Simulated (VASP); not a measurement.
**Mg2H2O3: single point with PBEsol**

Mg2H2O3:

```
CELL_PARAMETERS angstrom
-3.11585 -5.39681 0.00000
4.67378 -2.69841 0.00000
0.00000 0.00000 7.78710
ATOMIC_POSITIONS crystal
Mg 0.48631 0.66916 0.84418
Mg 0.48788 0.33015 0.13747
Mg 0.25265 0.17194 0.83921
Mg 0.25845 0.83519 0.16751
Mg 0.03200 0.62844 0.79551
Mg 0.96507 0.32771 0.16452
Mg 0.73855 0.12859 0.85988
Mg 0.74549 0.80659 0.14604
H 0.52902 0.38764 0.60007
H 0.48102 0.74237 0.43189
H 0.18469 0.91578 0.58861
H 0.29337 0.18901 0.41067
H 0.95494 0.27404 0.57067
H 0.00022 0.76835 0.36549
H 0.75555 0.86808 0.59349
H 0.70270 0.10065 0.41958
O 0.47516 0.34852 0.71030
O 0.50913 0.69397 0.31977
O 0.71545 0.48471 0.00335
O 0.24998 0.85366 0.69071
O 0.24034 0.17608 0.29345
O 0.49336 0.99998 0.00299
O 0.99679 0.29929 0.68906
O 0.02643 0.65781 0.27461
O 0.25224 0.50249 0.99325
O 0.73007 0.84548 0.71548
O 0.74062 0.15952 0.30870
O 0.98390 0.03954 0.00655
```

| Item | Value |
| --- | --- |
| Program | VASP 6.6.1 |
| Task | single point |
| Functional | PBEsol |
| Potentials or basis | VASP PAW PBE potentials, release 64 (Mg, H, O) |
| Cutoff | 520 eV |
| k mesh | 2 × 2 × 1 |
| Occupations | fermi-dirac, width 0.05 eV |
| Spin | no spin polarisation |
| Dipole correction | no |
| Further INCAR settings | LREAL = Auto; ALGO = Normal; EDIFF = 1e-06; NBANDS = 68 |

| Property | Result |
| --- | --- |
| Pressure | -0.9 GPa |
| Largest force | 3.696 eV/Å |
| Band gap on the k mesh | 3.13 eV, direct |

Forces on the atoms (eV/Å):
```
Mg  -0.346 -0.286 -0.180
Mg   0.052  0.708  1.674
Mg   0.007  0.946  0.328
Mg   0.237 -0.498 -0.728
Mg   0.896  0.668  0.992
Mg  -0.498 -0.852  0.334
Mg   1.727 -1.466 -0.403
Mg   0.523 -0.612  0.551
H   -0.054 -0.363 -1.508
H    0.710  0.209  2.471
H    0.374 -0.111 -0.967
H    0.307 -0.034  0.020
H    0.108 -0.237 -0.454
H    0.936  0.032  1.747
H   -0.047  0.319 -0.082
H    0.183  0.463  0.883
O   -0.496 -0.130  1.113
O   -1.145  0.023 -3.514
O    0.059 -1.166  0.147
O   -0.748  0.274  1.245
O   -0.452  0.074 -0.344
O   -0.377  0.618 -0.277
O    0.435  0.181  0.731
O   -0.148  1.139 -1.099
O    0.608  0.276 -0.675
O   -1.612 -0.055 -0.513
O    0.030 -0.269 -1.480
O   -1.268  0.150 -0.010
```

Stress tensor (GPa, compression positive):
```
-2.63 -1.25  1.93
-1.25 -1.00  1.28
 1.93  1.28  0.97
```

Levels at points of the mesh, in eV from the valence-band top:
| k point | band 46 | band 47 | band 48 | band 49 | band 50 | band 51 |
| --- | --- | --- | --- | --- | --- | --- |
| (0.00, 0.00, 0.00) | -0.24 | -0.04 | 0.00 | 3.13 | 6.06 | 6.56 |
| (0.50, 0.00, 0.00) | -0.37 | -0.24 | -0.08 | 4.30 | 4.92 | 6.99 |
| (0.00, 0.50, 0.00) | -0.37 | -0.26 | -0.19 | 4.41 | 5.47 | 6.67 |
| (0.50, 0.50, 0.00) | -0.56 | -0.25 | -0.16 | 4.83 | 5.75 | 6.18 |

It took 64 s on 1 thread of Intel(R) Xeon(R) 6975P-C (Granite Rapids) (shared host), peak memory 0.34 GiB.

Caveat: the k points lie up to 0.81 Å⁻¹ apart; the PAW data sets were made with another functional, which shifts forces and pressure a little. Expect the measured gap to be larger: semilocal functionals such as PBEsol lack the derivative discontinuity.
